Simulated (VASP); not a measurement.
# SnSe2 (P-3m1) in VASP: a series of runs

The runs below take SnSe2 through single point, relaxation of cell and atoms, with PBEsol.

Program: VASP 6.6.1. These are calculated values, not measurements. Logs are shortened: lines on timing, memory, paths and dates and some standing lists are left out, and cuts for length are marked.

## Step 1: The cell of the first run

Symmetry: P-3m1, No. 164, trigonal system. Conventional cell: a = 3.811 Å, b = 3.811 Å, c = 6.136 Å, α = 90.00°, β = 90.00°, γ = 120.00°. Sn (site symmetry -3m) has 6 Se at 2.68 Å within 3.5 Å. Within 3.5 Å of Se (site symmetry 3m) lie 3 Sn at 2.68 Å.

## Step 2: Single point, PBEsol

Contents of INCAR:

```
SYSTEM = SnSe2
  PREC = Accurate
  ENCUT = 520
  EDIFF = 1E-7
  ISMEAR = 0
  SIGMA = 0.1
  LREAL = .FALSE.
  LASPH = .TRUE.
  NELM = 80
  ALGO = Normal
  ISIF = 2
  LWAVE = .FALSE.
  LCHARG = .FALSE.
  GGA = PS
  NBANDS = 20
```

Contents of KPOINTS:

```
Automatic mesh
0
G
  6 6 4
  0 0 0
```

Contents of POSCAR:

```
SnSe2
1.0
    3.8110000000      0.0000000000      0.0000000000
   -1.9055000000      3.3004228138      0.0000000000
    0.0000000000      0.0000000000      6.1360000000
Sn Se
1 2
Direct
    0.0000000000      0.0000000000      0.0000000000
    0.3333333333      0.6666666667      0.2490000000
    0.6666666667      0.3333333333      0.7510000000
```

Potentials or basis: VASP PAW PBE potentials, release 64 (Sn_d, Se).

Started as:

```
$ cat potpaw_PBE.64/Sn_d/POTCAR potpaw_PBE.64/Se/POTCAR > POTCAR
$ mpirun -np 1 vasp_std > vasp.out
```

OUTCAR:

```text
SYSTEM = SnSe2
   PREC = Accurate
   ENCUT = 520
   EDIFF = 1E-7
   ISMEAR = 0
   LREAL = .FALSE.
   LASPH = .TRUE.
   NELM = 80
   ISIF = 2
   GGA = PS

 ion  position               nearest neighbor table
   1  0.000  0.000  0.000-   2 2.68   3 2.68   2 2.68   3 2.68   3 2.68   2 2.68
   2  0.333  0.667  0.249-   1 2.68   1 2.68   1 2.68
   3  0.667  0.333  0.751-   1 2.68   1 2.68   1 2.68

  LATTYP: Found a hexagonal cell.
 ALAT       =     3.8110000000
 C/A-ratio  =     1.6100760955

  Lattice vectors:

 A1 = (   3.8110000000,   0.0000000000,   0.0000000000)
 A2 = (  -1.9055000000,   3.3004228138,   0.0000000000)
 A3 = (   0.0000000000,   0.0000000000,   6.1360000000)

Analysis of symmetry for initial positions (statically):
=====================================================================
 Subroutine PRICEL returns:
 Original cell was already a primitive cell.

 Routine SETGRP: Setting up the symmetry group for a
 hexagonal supercell.

 Subroutine GETGRP returns: Found 12 space group operations
 (whereof 12 operations were pure point group operations)
 out of a pool of 24 trial point group operations.

The static configuration has the point symmetry D_3d.

Analysis of symmetry for dynamics (positions and initial velocities):
=====================================================================
 Subroutine PRICEL returns:
 Original cell was already a primitive cell.

 Routine SETGRP: Setting up the symmetry group for a
 hexagonal supercell.

 Subroutine GETGRP returns: Found 12 space group operations
 (whereof 12 operations were pure point group operations)
 out of a pool of 24 trial point group operations.

The dynamic configuration has the point symmetry D_3d.

 Subroutine INISYM returns: Found 12 space group operations
 (whereof 12 operations are pure point group operations),
 and found     1 'primitive' translations

----------------------------------------------------------------------------------------

                                     Primitive cell

  volume of cell :      77.1781

  direct lattice vectors                    reciprocal lattice vectors
     3.811000000  0.000000000  0.000000000     0.262398321  0.151495741  0.000000000
    -1.905500000  3.300422814  0.000000000     0.000000000  0.302991482  0.000000000
     0.000000000  0.000000000  6.136000000     0.000000000  0.000000000  0.162972621

  length of vectors
[... 81 lines left out ...]
   ENCUT  =  520.0 eV  38.22 Ry    6.18 a.u.   7.09  7.09 11.41*2*pi/ulx,y,z
   NELM   =     80;   NELMIN=  2; NELMDL= -5     # of ELM steps
   EDIFF  = 0.1E-06   stopping-criterion for ELM
   LREAL  =      F    real-space projection
   EDIFFG = 0.1E-05   stopping-criterion for IOM
   NSW    =      0    number of steps for IOM
   IBRION =     -1    ionic relax: 0-MD 1-quasi-New 2-CG
   NFREE  =      0    steps in history (QN), initial steepest desc. (CG)
   ISIF   =      2    stress and relaxation
   ISYM   =      2    0-nonsym 1-usesym 2-fastsym
   POTIM  = 0.5000    time-step for ionic-motion
   TEBEG  =    0.0;   TEEND  =   0.0 temperature during run
   PSTRESS=    0.0 pullay stress
   NELECT =      26.0000    total number of electrons
   NUPDOWN=      -1.0000    fix difference up-down
   EMIN   =  10.00;   EMAX   =-10.00  energy-range for DOS
   EFERMI =   0.00;   METHOD = LEGACY
   ISMEAR =     0;   SIGMA  =   0.10  broadening in eV -4-tet -1-fermi 0-gaus
   EFERMI_NEDOS =   21; number of points for ismear=-14 and -15
   IALGO  =     38    algorithm
   IMIX   =      4    mixing-type and parameters
     AMIX     =   0.40;   BMIX     =  1.00
     AMIX_MAG =   1.60;   BMIX_MAG =  1.00
  volume/ion in A,a.u.               =      25.73       173.61
  Fermi-wavevector in a.u.,A,eV,Ry     =   1.139116  2.152617 17.654722  1.297585
  Thomas-Fermi vector in A             =   2.275820
   LORBIT       =      0    0 simple, 1 ext, 2 COOP (PROOUT), +10 PAW based schemes
   GGA     = PS    functional components
   LHFCALC =     F    Hartree Fock is set to
   AEXX    =    0.0000 exact exchange contribution
   IVDW    =     0    specifies the selected vdW correction
   LEPSILON=     F    determine dielectric tensor
   LRPA    =     F    only Hartree local field effects (RPA)
 non-spin polarized calculation
 Gauss-broadening in eV      SIGMA  =   0.10
  energy-cutoff  :      520.00
  volume of cell :       77.18
 maximum number of plane-waves:      2109
   NGX = 15   NGY = 15   NGZ = 23

 number of electron      26.0000006 magnetization

 Free energy of the ion-electron system (eV)
  ---------------------------------------------------
  ext. energy  EPLUGINS =         0.00000000
  ---------------------------------------------------
  free energy    TOTEN  =       -12.93313857 eV

  energy without entropy =      -12.93313857  energy(sigma->0) =      -12.93313857

 E-fermi :   4.4210     XC(G=0):  -9.6367

 val. band max:        4.0606763902   @ k =   0.0000   0.0000   0.0000
 cond. band min:       4.8004310690   @ k =   0.5000   0.0000   0.2500
 fundamental gap:      0.7397546788
 Fermi energy:         4.4209770744

 k-point     1 :       0.0000    0.0000    0.0000
  band No.  band energies     occupation
      1     -17.1102      2.00000
      2     -17.1102      2.00000
      3     -17.0719      2.00000
      4     -17.0554      2.00000
      5     -17.0554      2.00000
      6      -9.9720      2.00000
[... 541 lines left out ...]
     19      12.9843      0.00000
     20      13.0271      0.00000

------------------------ aborting loop because EDIFF is reached ----------------------------------------

  FORCE on cell =-STRESS in cart. coord.  units (eV):
  Direction    XX          YY          ZZ          XY          YZ          ZX
  --------------------------------------------------------------------------------------
  -------------------------------------------------------------------------------------
  Total        1.0090788      1.0090788      1.8291593      0.0000000     -0.0000000      0.0000000
  in kB       20.9479630     20.9479630     37.9724156      0.0000000     -0.0000000      0.0000000
  external PRESSURE =      26.6227805 kB  Pullay stress =       0.0000000 kB

 VOLUME and BASIS-vectors are now :
 -----------------------------------------------------------------------------
  energy-cutoff  :      520.00
  volume of cell :       77.18
      direct lattice vectors                 reciprocal lattice vectors
     3.811000000  0.000000000  0.000000000     0.262398321  0.151495741  0.000000000
    -1.905500000  3.300422814  0.000000000     0.000000000  0.302991482  0.000000000
     0.000000000  0.000000000  6.136000000     0.000000000  0.000000000  0.162972621

 POSITION                                       TOTAL-FORCE (eV/Angst)
 -----------------------------------------------------------------------------------
      0.00000      0.00000      0.00000        -0.000000      0.000000      0.000000
     -0.00000      2.20028      1.52786        -0.000000      0.000000      0.613933
      1.90550      1.10014      4.60814         0.000000      0.000000     -0.613933
 -----------------------------------------------------------------------------------
    total drift:                                0.000000      0.000000      0.000000

  FREE ENERGIE OF THE ION-ELECTRON SYSTEM (eV)
  ---------------------------------------------------
  free  energy   TOTEN  =       -12.9331385688 eV

  energy  without entropy=      -12.9331385662  energy(sigma->0) =      -12.93313857
```

OSZICAR:

```text
N       E                     dE             d eps       ncg     rms          rms(c)
DAV:   1     0.212636808540E+03    0.21264E+03   -0.12160E+04   988   0.149E+03
DAV:   2     0.121543961310E+02   -0.20048E+03   -0.19274E+03  1020   0.393E+02
DAV:   3    -0.123244997228E+02   -0.24479E+02   -0.24004E+02  1152   0.117E+02
DAV:   4    -0.132012505115E+02   -0.87675E+00   -0.87490E+00  1160   0.232E+01
DAV:   5    -0.132200844867E+02   -0.18834E-01   -0.18833E-01  1340   0.361E+00    0.519E+00
DAV:   6    -0.129656632964E+02    0.25442E+00   -0.45608E-01  1444   0.774E+00    0.330E+00
DAV:   7    -0.129351822605E+02    0.30481E-01   -0.15586E-01  1204   0.278E+00    0.897E-01
DAV:   8    -0.129330530308E+02    0.21292E-02   -0.12517E-02  1264   0.114E+00    0.271E-01
DAV:   9    -0.129331226578E+02   -0.69627E-04   -0.12277E-03  1092   0.256E-01    0.793E-02
DAV:  10    -0.129331235875E+02   -0.92978E-06   -0.87296E-05  1276   0.620E-02    0.288E-02
DAV:  11    -0.129331378377E+02   -0.14250E-04   -0.20529E-05  1068   0.251E-02    0.496E-03
DAV:  12    -0.129331382444E+02   -0.40678E-06   -0.12098E-06  1288   0.793E-03    0.454E-03
DAV:  13    -0.129331385454E+02   -0.30100E-06   -0.95364E-07  1068   0.586E-03    0.176E-03
DAV:  14    -0.129331385688E+02   -0.23377E-07   -0.35531E-08   820   0.112E-03
   1 F= -.12933139E+02 E0= -.12933139E+02  d E =-.259771E-08
```

Wall time 20 s (1 thread of Intel Xeon 6975P-C (Granite Rapids), shared host); peak memory 0.19 GiB.

Results:

```yaml
Free_energy: -12.9331 eV
Pressure: 2.7 GPa
Largest_force: 0.614 eV/Å
Band_gap_on_the_k_mesh: 0.74 eV (least direct gap 1.00 eV)
```

Forces in eV/Å, atoms in the order of the input:
```
Sn   0.000  0.000  0.000
Se   0.000  0.000  0.614
Se   0.000  0.000 -0.614
```

Caveat: the PAW data sets were made with another functional, which shifts forces and pressure a little; spin-orbit coupling is left out, which moves the levels of the heavy elements; this functional lacks dispersion, which binds the layers, so the pressure and a relaxed spacing across them are unreliable.

## Step 3: Single point, PBEsol

This run uses another cell than the first one, of 25.91 Å³/atom.

Contents of INCAR:

```
ALGO = Normal
EDIFF = 1E-6
ENCUT = 520
GGA = PS
ISIF = 2
ISMEAR = 0
LASPH = T
LCHARG = F
LREAL = F
LWAVE = F
NBANDS = 20
NELM = 60
PREC = Accurate
SIGMA = 0.02
```

Contents of KPOINTS:

```
k-points
0
Gamma
  9 9 6
```

Contents of POSCAR:

```
SnSe2
1.0
    3.8185670367      0.0000000000      0.0000000000
   -1.9092835184      3.3069760599      0.0000000000
    0.0000000000      0.0000000000      6.1562614322
Sn Se
1 2
Direct
    0.0000000000      0.0000000000      0.0000000000
    0.3333333333      0.6666666667      0.2576611040
    0.6666666667      0.3333333333      0.7423388960
```

Potentials or basis: VASP PAW PBE potentials, release 64 (Sn_d, Se).

Started as:

```
$ cat potpaw_PBE.64/Sn_d/POTCAR potpaw_PBE.64/Se/POTCAR > POTCAR
$ mpirun -np 1 vasp_std > vasp.out
```

OUTCAR:

```text
EDIFF = 1E-6
   ENCUT = 520
   GGA = PS
   ISIF = 2
   ISMEAR = 0
   LASPH = T
   LREAL = F
   NELM = 60
   PREC = Accurate

 ion  position               nearest neighbor table
   1  0.000  0.000  0.000-   2 2.72   3 2.72   3 2.72   2 2.72   3 2.72   2 2.72
   2  0.333  0.667  0.258-   1 2.72   1 2.72   1 2.72
   3  0.667  0.333  0.742-   1 2.72   1 2.72   1 2.72

  LATTYP: Found a hexagonal cell.
 ALAT       =     3.8185670367
 C/A-ratio  =     1.6121915297

  Lattice vectors:

 A1 = (   3.8185670367,   0.0000000000,   0.0000000000)
 A2 = (  -1.9092835184,   3.3069760599,   0.0000000000)
 A3 = (   0.0000000000,   0.0000000000,   6.1562614322)

Analysis of symmetry for initial positions (statically):
=====================================================================
 Subroutine PRICEL returns:
 Original cell was already a primitive cell.

 Routine SETGRP: Setting up the symmetry group for a
 hexagonal supercell.

 Subroutine GETGRP returns: Found 12 space group operations
 (whereof 12 operations were pure point group operations)
 out of a pool of 24 trial point group operations.
[... 161 lines left out ...]
  free energy    TOTEN  =       -12.98296743 eV

  energy without entropy =      -12.98296743  energy(sigma->0) =      -12.98296743

 E-fermi :   4.1386     XC(G=0):  -9.6497

 val. band max:        4.0186257115   @ k =   0.1111   0.1111   0.0000
 cond. band min:       4.5081655735   @ k =   0.0000   0.4444   0.3333
 fundamental gap:      0.4895398620
 Fermi energy:         4.1386182248

 k-point     1 :       0.0000    0.0000    0.0000
  band No.  band energies     occupation
      1     -17.1403      2.00000
      2     -17.1403      2.00000
      3     -17.1028      2.00000
      4     -17.0904      2.00000
      5     -17.0904      2.00000
      6      -9.8398      2.00000
[... 541 lines left out ...]
     19      11.3363      0.00000
     20      13.3046      0.00000

 [... further k-points ...]

------------------------ aborting loop because EDIFF is reached ----------------------------------------

  FORCE on cell =-STRESS in cart. coord.  units (eV):
  Direction    XX          YY          ZZ          XY          YZ          ZX
  --------------------------------------------------------------------------------------
  -------------------------------------------------------------------------------------
  Total        0.0442594      0.0442594      0.0559052     -0.0000000     -0.0000000     -0.0000000
  in kB        0.9121526      0.9121526      1.1521635     -0.0000000     -0.0000000     -0.0000000
  external PRESSURE =       0.9921562 kB  Pullay stress =       0.0000000 kB

 VOLUME and BASIS-vectors are now :
 -----------------------------------------------------------------------------
  energy-cutoff  :      520.00
  volume of cell :       77.74
      direct lattice vectors                 reciprocal lattice vectors
     3.818567037  0.000000000  0.000000000     0.261878341  0.151195531  0.000000000
    -1.909283518  3.306976060  0.000000000     0.000000000  0.302391061  0.000000000
     0.000000000  0.000000000  6.156261432     0.000000000  0.000000000  0.162436247

 POSITION                                       TOTAL-FORCE (eV/Angst)
 -----------------------------------------------------------------------------------
      0.00000      0.00000      0.00000         0.000000      0.000000      0.000000
     -0.00000      2.20465      1.58623         0.000000     -0.000000      0.018486
      1.90928      1.10233      4.57003        -0.000000      0.000000     -0.018486
 -----------------------------------------------------------------------------------
    total drift:                                0.000000     -0.000000      0.000000

  FREE ENERGIE OF THE ION-ELECTRON SYSTEM (eV)
  ---------------------------------------------------
  free  energy   TOTEN  =       -12.9829674322 eV

  energy  without entropy=      -12.9829674322  energy(sigma->0) =      -12.98296743
```

stdout:

```text
POSCAR found type information on POSCAR SnSe
 POSCAR found :  2 types and       3 ions
 scaLAPACK will be used
 -----------------------------------------------------------------------------
|                                                                             |
|                                                                             |
|     You enforced a specific xc type in the INCAR file but a different       |
|     I HOPE YOU KNOW WHAT YOU ARE DOING!                                     |
|                                                                             |
 -----------------------------------------------------------------------------

 LDA part: xc-table for (Slater+PW92), standard interpolation
 POSCAR, INCAR and KPOINTS ok, starting setup
 FFT: planning ... GRIDC
 FFT: planning ... GRID_SOFT
 FFT: planning ... GRID
 WAVECAR not read
 entering main loop
```

Wall time 31 s (1 thread of Intel Xeon 6975P-C (Granite Rapids), shared host); peak memory 0.24 GiB.

What came out:

```yaml
Free_energy: -12.9830 eV
Pressure: 0.1 GPa
Largest_force: 0.018 eV/Å
Band_gap_on_the_k_mesh: 0.49 eV (least direct gap 0.98 eV)
```

Forces on the atoms (eV/Å):
```
Sn   0.000  0.000  0.000
Se   0.000  0.000  0.018
Se   0.000  0.000 -0.018
```

Caveat: the PAW data sets were made with another functional, which shifts forces and pressure a little; spin-orbit coupling is left out, which moves the levels of the heavy elements; an odd mesh through Γ misses points on the zone boundary, where band edges can lie; this functional lacks dispersion, which binds the layers, so the pressure and a relaxed spacing across them are unreliable.

## Step 4: Single point, PBEsol

This run uses another cell than the first one, of 25.90 Å³/atom.

Contents of INCAR:

```
PREC     = Accurate       # precision mode
ENCUT    = 520            # plane-wave cutoff, eV
EDIFF    = 1E-7           # SCF threshold, eV
ISMEAR   = 0              # smearing method
SIGMA    = 0.02           # smearing width, eV
LREAL    = F              # projectors in reciprocal space
LASPH    = T              # aspherical terms in the spheres
NELM     = 80             # most SCF steps
ALGO     = Normal         # electronic algorithm
ISIF     = 2              # what is computed and relaxed
LWAVE    = F              # write WAVECAR
LCHARG   = T              # write CHGCAR
GGA      = PS             # functional
LELF     = T              # ELF
LVHAR    = T            
NBANDS   = 20             # bands
```

Contents of KPOINTS:

```
regular mesh
0
Gamma
  12 12 6
```

Contents of POSCAR:

```
SnSe2
1.0
    3.8177569201      0.0000000000      0.0000000000
   -1.9088784601      3.3062744782      0.0000000000
    0.0000000000      0.0000000000      6.1562691078
Sn Se
1 2
Direct
    0.0000000000      0.0000000000      0.0000000000
    0.3333333333      0.6666666667      0.2577150277
    0.6666666667      0.3333333333      0.7422849723
```

Started as:

```
$ cat potpaw_PBE.64/Sn_d/POTCAR potpaw_PBE.64/Se/POTCAR > POTCAR
$ mpirun -np 1 vasp_std > vasp.out
```

Run time: 60 s. Hardware: 1 thread of Intel Xeon 6975P-C (Granite Rapids), shared host; peak memory 0.29 GiB.

Results (log left out):

| Quantity | Value |
| --- | --- |
| Free energy | -12.9838 eV |
| Pressure | 0.1 GPa |
| Largest force | 0.020 eV/Å |
| Band gap on the k mesh | 0.49 eV (least direct gap 0.99 eV) |

Forces on the atoms (eV/Å):
```
Sn   0.000  0.000  0.000
Se   0.000  0.000  0.020
Se   0.000  0.000 -0.020
```

Levels at points of the mesh, in eV from the valence-band top:
```tsv
k point	band 10	band 11	band 12	band 13	band 14	band 15	band 16	band 17
(0.00, 0.00, 0.00)	-0.60	-0.36	-0.36	-0.14	0.85	2.94	4.56	4.56
(0.50, 0.00, 0.00)	-3.07	-2.55	-1.46	-0.30	1.10	3.57	5.12	5.12
(0.00, 0.00, 0.50)	-0.72	-0.72	-0.17	-0.17	2.43	2.83	4.26	4.26
(0.50, 0.00, 0.50)	-2.33	-2.06	-0.95	-0.77	0.62	3.95	4.55	5.65
```

Caveat: the PAW data sets were made with another functional, which shifts forces and pressure a little; spin-orbit coupling is left out, which moves the levels of the heavy elements; this functional lacks dispersion, which binds the layers, so the pressure and a relaxed spacing across them are unreliable.

(Continued in part 2 of 2.)
